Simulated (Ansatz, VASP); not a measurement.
Two plane-wave programs on SrGa3

POSCAR

```
SrGa3
1.0
    4.5284779453      0.0000000000      0.0000000000
    0.0000000000      4.5284779453      0.0000000000
    0.0000000000      0.0000000000      4.5284779453
Sr Ga
1 3
Direct
    0.0000000000      0.0000000000      0.0000000000
    0.0000000000      0.5000000000      0.5000000000
    0.5000000000      0.5000000000      0.0000000000
    0.5000000000      0.0000000000      0.5000000000
```

INCAR.step1

```
SYSTEM = SrGa3
  ALGO = Normal
  EDIFF = 1E-4
  ENCUT = 520
  GGA = PE
  ISMEAR = 0
  LASPH = .TRUE.
  LCHARG = .FALSE.
  LREAL = .FALSE.
  LWAVE = .TRUE.
  NBANDS = 32
  NELM = 100
  PREC = Accurate
  SIGMA = 0.05
```

INCAR.step2

```
SYSTEM = SrGa3
  ALGO = Normal
  EDIFF = 1E-6
  ENCUT = 520
  ISIF = 2
  ISMEAR = 0
  ISTART = 1
  LASPH = .TRUE.
  LCHARG = .TRUE.
  LELF = .TRUE.
  LMIXTAU = .TRUE.
  LREAL = .FALSE.
  LVHAR = .TRUE.
  LWAVE = .FALSE.
  METAGGA = R2SCAN
  NBANDS = 32
  NELM = 100
  PREC = Accurate
  SIGMA = 0.05
```

Contents of KPOINTS:

```
k-points
0
G
  8 8 8
  0 0 0
```

Input for Ansatz:

```yaml
crystal:
  lattice:
    - [4.5284779453, 0.0, 0.0]
    - [0.0, 4.5284779453, 0.0]
    - [0.0, 0.0, 4.5284779453]
  atoms:
    - { symbol: Sr, position: [0.0, 0.0, 0.0] }
    - { symbol: Ga, position: [0.0, 0.5, 0.5] }
    - { symbol: Ga, position: [0.5, 0.5, 0.0] }
    - { symbol: Ga, position: [0.5, 0.0, 0.5] }
basis:
  ecutwfc: 500
  ecutrho_ratio: 4
kpoints:
  mp_grid: { grid: [8, 8, 8] }
hamiltonian:
  xc: r2scan
scf:
  occupations: { method: gaussian, width: 0.05 }
output:
  forces: true
  stress: true
  eigenvalues: true
  populations: true
  write_density: true
  write_potential: true
  elf: true
  volumetric_format: npy
```

Alike in both runs: task single point; functional r2SCAN; k mesh 8 × 8 × 8; occupations gaussian, width 0.05 eV; no spin polarisation.

```csv
,VASP,Ansatz
version,VASP 6.6.1,Ansatz 0.2.0
potentials or method,"VASP PAW PBE potentials, release 64 (Sr_sv, Ga_d), cutoff 520 eV","scalar-relativistic, plane waves, PAW"
valence electrons in the cell,49,49
```

```csv
,VASP,Ansatz,Ansatz less VASP
gap on the k mesh at the Fermi level (eV),none,none,-
pressure (GPa),-1.2,-1.2,-0.03
```

VASP's potentials were made for PBE, not for r2SCAN. A gap of «none» marks a metal or a gap that the smearing closes.
